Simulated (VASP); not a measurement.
# C in VASP: single point with PBE

Aim: the single point of C with PBE.

Everything below comes from runs of VASP 6.6.1. Logs are shortened: lines on timing, memory, paths and dates and some standing lists are left out, and cuts for length are marked.

### Step 1. The cell of the first run

The cell holds a slab with vacuum, 13 atoms: a = 2.522 Å, b = 2.522 Å, c = 30.700 Å, α = 90.00°, β = 90.00°, γ = 90.00°.

### Step 2. Single point, PBE

INCAR reads:

```
SYSTEM = C
ALGO     = Normal         ! electronic algorithm
DIPOL    = 0.5 0.5 0.500
EDIFF    = 1E-7           ! SCF threshold, eV
ENCUT    = 520            ! plane-wave cutoff, eV
GGA      = PE             ! functional
IDIPOL   = 3            
ISIF     = 2              ! what is computed and relaxed
ISMEAR   = 0              ! smearing method
LASPH    = .True.         ! aspherical terms in the spheres
LCHARG   = .True.         ! write CHGCAR
LDIPOL   = .True.       
LELF     = .True.         ! ELF
LREAL    = .False.        ! projectors in reciprocal space
LVACPOTAV= .True.       
LVHAR    = .True.       
LWAVE    = .False.        ! write WAVECAR
NBANDS   = 38             ! bands
NELM     = 80             ! most SCF steps
PREC     = Accurate       ! precision mode
SIGMA    = 0.1            ! smearing width, eV
```

KPOINTS reads:

```
k-points
0
Gamma
  10 10 1
  0 0 0
```

POSCAR reads:

```
C
1.0
    2.5221084700      0.0000000000      0.0000000000
    0.0000000000      2.5221084700      0.0000000000
    0.0000000000      0.0000000000     30.7003999804
C
13
Direct
    0.0000000000      0.0000000000      0.3257286552
    0.5000000000      0.0000000000      0.3547738762
    0.5000000000      0.5000000000      0.3838191066
    0.0000000000      0.5000000000      0.4128643276
    0.0000000000      0.0000000000      0.4419095486
    0.5000000000      0.0000000000      0.4709547790
    0.5000000000      0.5000000000      0.5000582949
    0.0000000000      0.5000000000      0.5291749338
    0.0000000000      0.0000000000      0.5582278295
    0.5000000000      0.0000000000      0.5874436399
    0.5000000000      0.5000000000      0.6161622897
    0.0000000000      0.5000000000      0.6463989225
    0.0000000000      0.0000000000      0.6720105060
```

Potentials or basis: VASP PAW PBE potentials, release 64 (C).

Run with:

```bash
> cat potpaw_PBE.64/C/POTCAR > POTCAR
> mpirun -np 1 vasp_std > vasp.out
```

OUTCAR:

```text
SYSTEM = C
   EDIFF = 1E-7
   ENCUT = 520
   GGA = PE
   ISIF = 2
   ISMEAR = 0
   LASPH = .True.
   LREAL = .False.
   NELM = 80
   PREC = Accurate

 ion  position               nearest neighbor table
   1  0.000  0.000  0.326-   2 1.54   2 1.54
   2  0.500  0.000  0.355-   1 1.54   1 1.54   3 1.54   3 1.54
   3  0.500  0.500  0.384-   4 1.54   4 1.54   2 1.54   2 1.54
   4  0.000  0.500  0.413-   3 1.54   3 1.54   5 1.54   5 1.54
   5  0.000  0.000  0.442-   4 1.54   4 1.54   6 1.54   6 1.54
   6  0.500  0.000  0.471-   5 1.54   5 1.54   7 1.55   7 1.55
   7  0.500  0.500  0.500-   6 1.55   6 1.55   8 1.55   8 1.55
   8  0.000  0.500  0.529-   9 1.54   9 1.54   7 1.55   7 1.55
   9  0.000  0.000  0.558-   8 1.54   8 1.54  10 1.55  10 1.55
  10  0.500  0.000  0.587-  11 1.54  11 1.54   9 1.55   9 1.55
  11  0.500  0.500  0.616-  10 1.54  10 1.54  12 1.57  12 1.57
  12  0.000  0.500  0.646-  13 1.49  13 1.49  11 1.57  11 1.57
  13  0.000  0.000  0.672-  12 1.49  12 1.49

  LATTYP: Found a simple tetragonal cell.
 ALAT       =     2.5221084700
 C/A-ratio  =    12.1725137303

  Lattice vectors:

 A1 = (   2.5221084700,   0.0000000000,   0.0000000000)
 A2 = (   0.0000000000,   2.5221084700,   0.0000000000)
 A3 = (   0.0000000000,   0.0000000000,  30.7003999804)

Analysis of symmetry for initial positions (statically):
=====================================================================
 Subroutine PRICEL returns:
 Original cell was already a primitive cell.

 Routine SETGRP: Setting up the symmetry group for a
 simple tetragonal supercell.

 Subroutine GETGRP returns: Found  4 space group operations
 (whereof  4 operations were pure point group operations)
 out of a pool of 16 trial point group operations.

The static configuration has the point symmetry C_2v.

Analysis of symmetry for dynamics (positions and initial velocities):
=====================================================================
 Subroutine PRICEL returns:
 Original cell was already a primitive cell.

 Routine SETGRP: Setting up the symmetry group for a
 simple tetragonal supercell.

 Subroutine GETGRP returns: Found  4 space group operations
 (whereof  4 operations were pure point group operations)
 out of a pool of 16 trial point group operations.

The dynamic configuration has the point symmetry C_2v.

 Subroutine INISYM returns: Found  4 space group operations
 (whereof  4 operations are pure point group operations),
 and found     1 'primitive' translations

----------------------------------------------------------------------------------------

                                     Primitive cell

  volume of cell :     195.2862

  direct lattice vectors                    reciprocal lattice vectors
     2.522108470  0.000000000  0.000000000     0.396493653  0.000000000  0.000000000
     0.000000000  2.522108470  0.000000000     0.000000000  0.396493653  0.000000000
     0.000000000  0.000000000 30.700399980     0.000000000  0.000000000  0.032572866

  length of vectors
     2.522108470  2.522108470 30.700399980     0.396493653  0.396493653  0.032572866

  position of ions in fractional coordinates (direct lattice)
     0.000000000  0.000000000  0.325728655
     0.500000000  0.000000000  0.354773876
     0.500000000  0.500000000  0.383819107
     0.000000000  0.500000000  0.412864328
     0.000000000  0.000000000  0.441909549
     0.500000000  0.000000000  0.470954779
     0.500000000  0.500000000  0.500058295
     0.000000000  0.500000000  0.529174934
     0.000000000  0.000000000  0.558227829
     0.500000000  0.000000000  0.587443640
     0.500000000  0.500000000  0.616162290
     0.000000000  0.500000000  0.646398922
     0.000000000  0.000000000  0.672010506

  ion indices of the primitive-cell ions
   primitive index   ion index
                 1           1
                 2           2
                 3           3
                 4           4
                 5           5
                 6           6
                 7           7
                 8           8
                 9           9
                10          10
                11          11
                12          12
                13          13

----------------------------------------------------------------------------------------

 KPOINTS: k-points

Automatic generation of k-mesh.
 Grid dimensions read from file:
 generate k-points for:   10   10    1

 Generating k-lattice:

  Cartesian coordinates                     Fractional coordinates (reciprocal lattice)
     0.039649365  0.000000000  0.000000000     0.100000000  0.000000000  0.000000000
     0.000000000  0.039649365  0.000000000     0.000000000  0.100000000  0.000000000
     0.000000000  0.000000000  0.032572866     0.000000000  0.000000000  1.000000000

  Length of vectors
     0.039649365  0.039649365  0.032572866

  Shift w.r.t. Gamma in fractional coordinates (k-lattice)
     0.000000000  0.000000000  0.000000000

 Subroutine IBZKPT returns following result:
 ===========================================

 Found     36 irreducible k-points:

 Following reciprocal coordinates:
            Coordinates               Weight
  0.000000  0.000000  0.000000      1.000000
  0.100000  0.000000  0.000000      2.000000
  0.000000  0.100000  0.000000      2.000000
  0.200000  0.000000  0.000000      2.000000
  0.000000  0.200000  0.000000      2.000000
  0.300000  0.000000  0.000000      2.000000
[... 16 lines left out ...]
 -0.200000  0.300000  0.000000      4.000000
  0.400000  0.200000  0.000000      4.000000
 [... further k-points ...]
   k-points           NKPTS =     36   k-points in BZ     NKDIM =     36   number of bands    NBANDS=     38
   number of dos      NEDOS =    301   number of ions     NIONS =     13
   total plane-waves  NPLWV =  96000
   dimension x,y,z NGX =    20 NGY =   20 NGZ =  240
   dimension x,y,z NGXF=    40 NGYF=   40 NGZF=  480
   ions per type =              13
   NGX,Y,Z   is equivalent  to a cutoff of  13.18, 13.18, 13.00 a.u.
   NGXF,Y,Z  is equivalent  to a cutoff of  26.37, 26.37, 25.99 a.u.
 SYSTEM =  C
   PREC   = accura    normal or accurate (medium, high low for compatibility)
   ISTART =      0    job   : 0-new  1-cont  2-samecut
   ICHARG =      2    charge: 1-file 2-atom 10-const
   ISPIN  =      1    spin polarized calculation?
   LNONCOLLINEAR =      F non collinear calculations
   LSORBIT =      F    spin-orbit coupling
   LASPH  =      T    aspherical Exc in radial PAW
   ENCUT  =  520.0 eV  38.22 Ry    6.18 a.u.   4.69  4.69 57.08*2*pi/ulx,y,z
   NELM   =     80;   NELMIN=  2; NELMDL= -5     # of ELM steps
   EDIFF  = 0.1E-06   stopping-criterion for ELM
   LREAL  =      F    real-space projection
   EDIFFG = 0.1E-05   stopping-criterion for IOM
   NSW    =      0    number of steps for IOM
   IBRION =     -1    ionic relax: 0-MD 1-quasi-New 2-CG
   NFREE  =      0    steps in history (QN), initial steepest desc. (CG)
   ISIF   =      2    stress and relaxation
   ISYM   =      2    0-nonsym 1-usesym 2-fastsym
   POTIM  = 0.5000    time-step for ionic-motion
   TEBEG  =    0.0;   TEEND  =   0.0 temperature during run
   PSTRESS=    0.0 pullay stress
   NELECT =      52.0000    total number of electrons
   NUPDOWN=      -1.0000    fix difference up-down
   EMIN   =  10.00;   EMAX   =-10.00  energy-range for DOS
   EFERMI =   0.00;   METHOD = LEGACY
   ISMEAR =     0;   SIGMA  =   0.10  broadening in eV -4-tet -1-fermi 0-gaus
   EFERMI_NEDOS =   21; number of points for ismear=-14 and -15
   IALGO  =     38    algorithm
   IMIX   =      4    mixing-type and parameters
     AMIX     =   0.40;   BMIX     =  1.00
     AMIX_MAG =   1.60;   BMIX_MAG =  1.00
  volume/ion in A,a.u.               =      15.02       101.37
  Fermi-wavevector in a.u.,A,eV,Ry     =   1.053219  1.990296 15.092543  1.109271
  Thomas-Fermi vector in A             =   2.188332
   LORBIT       =      0    0 simple, 1 ext, 2 COOP (PROOUT), +10 PAW based schemes
   GGA     = PE    functional components
   LHFCALC =     F    Hartree Fock is set to
   AEXX    =    0.0000 exact exchange contribution
   IVDW    =     0    specifies the selected vdW correction
   LEPSILON=     F    determine dielectric tensor
   LRPA    =     F    only Hartree local field effects (RPA)
 non-spin polarized calculation
 Gauss-broadening in eV      SIGMA  =   0.10
  energy-cutoff  :      520.00
  volume of cell :      195.29
 maximum number of plane-waves:      5343
   NGX =  9   NGY =  9   NGZ =115

 dipolmoment           0.000000      0.000000      0.000001 electrons x Angstroem

 number of electron      52.0000003 magnetization

 dipolmoment           0.000000      0.000000     -0.010736 electrons x Angstroem

 Free energy of the ion-electron system (eV)
  ---------------------------------------------------
  ext. energy  EPLUGINS =         0.00000000
  ---------------------------------------------------
  free energy    TOTEN  =      -111.38364434 eV

  energy without entropy =     -111.37354134  energy(sigma->0) =     -111.37859284

 E-fermi :  -0.8545     XC(G=0):  -5.7325

 val. band max:       -0.8821842145   @ k =   0.0000   0.0000   0.0000
 cond. band min:      -0.8240492972   @ k =   0.1000   0.0000   0.0000
 fundamental gap:      0.0581349173
 Fermi energy:        -0.8545240379

 k-point     1 :       0.0000    0.0000    0.0000
  band No.  band energies     occupation
      1     -22.4235      2.00000
      2     -21.7189      2.00000
      3     -20.6697      2.00000
      4     -19.2876      2.00000
      5     -17.5759      2.00000
      6     -15.5620      2.00000
[... 30 lines left out ...]
     37       5.5734      0.00000
     38       6.0707      0.00000
[... 941 lines left out ...]
     37       9.3282      0.00000
     38       9.5516      0.00000

 [... further k-points ...]

------------------------ aborting loop because EDIFF is reached ----------------------------------------

  FORCE on cell =-STRESS in cart. coord.  units (eV):
  Direction    XX          YY          ZZ          XY          YZ          ZX
  --------------------------------------------------------------------------------------
  -------------------------------------------------------------------------------------
  Total       -3.2432518     -3.0041749     -1.4283255      0.0000000      0.0000000      0.0000000
  in kB      -26.6084574    -24.6470100    -11.7183435      0.0000000      0.0000000      0.0000000
  external PRESSURE =     -20.9912703 kB  Pullay stress =       0.0000000 kB

 VOLUME and BASIS-vectors are now :
 -----------------------------------------------------------------------------
  energy-cutoff  :      520.00
  volume of cell :      195.29
      direct lattice vectors                 reciprocal lattice vectors
     2.522108470  0.000000000  0.000000000     0.396493653  0.000000000  0.000000000
     0.000000000  2.522108470  0.000000000     0.000000000  0.396493653  0.000000000
     0.000000000  0.000000000 30.700399980     0.000000000  0.000000000  0.032572866

 POSITION                                       TOTAL-FORCE (eV/Angst)
 -----------------------------------------------------------------------------------
      0.00000      0.00000     10.00000         0.000000      0.000000      2.154601
      1.26105      0.00000     10.89170         0.000000      0.000000     -2.375410
      1.26105      1.26105     11.78340         0.000000      0.000000      0.233800
      0.00000      1.26105     12.67510         0.000000      0.000000     -0.127239
      0.00000      0.00000     13.56680         0.000000      0.000000      0.023915
      1.26105      0.00000     14.45850         0.000000      0.000000      0.055100
      1.26105      1.26105     15.35199         0.000000      0.000000      0.001556
      0.00000      1.26105     16.24588         0.000000      0.000000     -0.002739
      0.00000      0.00000     17.13782         0.000000      0.000000      0.002197
      1.26105      0.00000     18.03475         0.000000      0.000000     -0.003670
      1.26105      1.26105     18.91643         0.000000      0.000000      0.008205
      0.00000      1.26105     19.84471         0.000000      0.000000     -0.011103
      0.00000      0.00000     20.63099         0.000000      0.000000      0.040786
 -----------------------------------------------------------------------------------
    total drift:                               -0.000000      0.000000      0.000349

  FREE ENERGIE OF THE ION-ELECTRON SYSTEM (eV)
  ---------------------------------------------------
  free  energy   TOTEN  =      -111.3836443358 eV

  energy  without entropy=     -111.3735413425  energy(sigma->0) =     -111.37859284

 vacuum level on the upper side and lower side of the slab         6.384         6.690
```

It took 7.6 min on 1 thread of Intel Xeon Platinum 8488C (Sapphire Rapids), shared host; peak memory 0.38 GiB.

Results:

| Item | Value |
| --- | --- |
| Free energy | -111.3836 eV |
| Largest force | 2.375 eV/Å |
| Band gap on the k mesh | zero (bands 26 and 27 overlap by 0.36 eV) |

Forces in eV/Å, atoms in the order of the input:
```
C    0.000  0.000  2.155
C    0.000  0.000 -2.375
C    0.000  0.000  0.234
C    0.000  0.000 -0.127
C    0.000  0.000  0.024
C    0.000  0.000  0.055
C    0.000  0.000  0.002
C    0.000  0.000 -0.003
C    0.000  0.000  0.002
C    0.000  0.000 -0.004
C    0.000  0.000  0.008
C    0.000  0.000 -0.011
C    0.000  0.000  0.041
```

Levels at points of the mesh, in eV from the Fermi level:
```csv
k point,band 22,band 23,band 24,band 25,band 26,band 27,band 28,band 29,band 30,band 31
"(0.00, 0.00, 0.00)",-1.51,-0.99,-0.75,-0.03,0.17,3.47,3.75,3.99,4.01,4.54
"(0.50, 0.00, 0.00)",-3.21,-3.12,-2.79,-1.11,-0.40,0.57,4.44,7.72,7.72,8.00
"(0.00, 0.50, 0.00)",-3.02,-2.79,-2.09,-1.21,-0.50,0.44,4.01,7.74,7.75,8.03
"(0.50, 0.50, 0.00)",-6.77,-6.59,-6.30,-1.75,-1.39,-0.19,-0.14,5.07,5.26,5.34
```
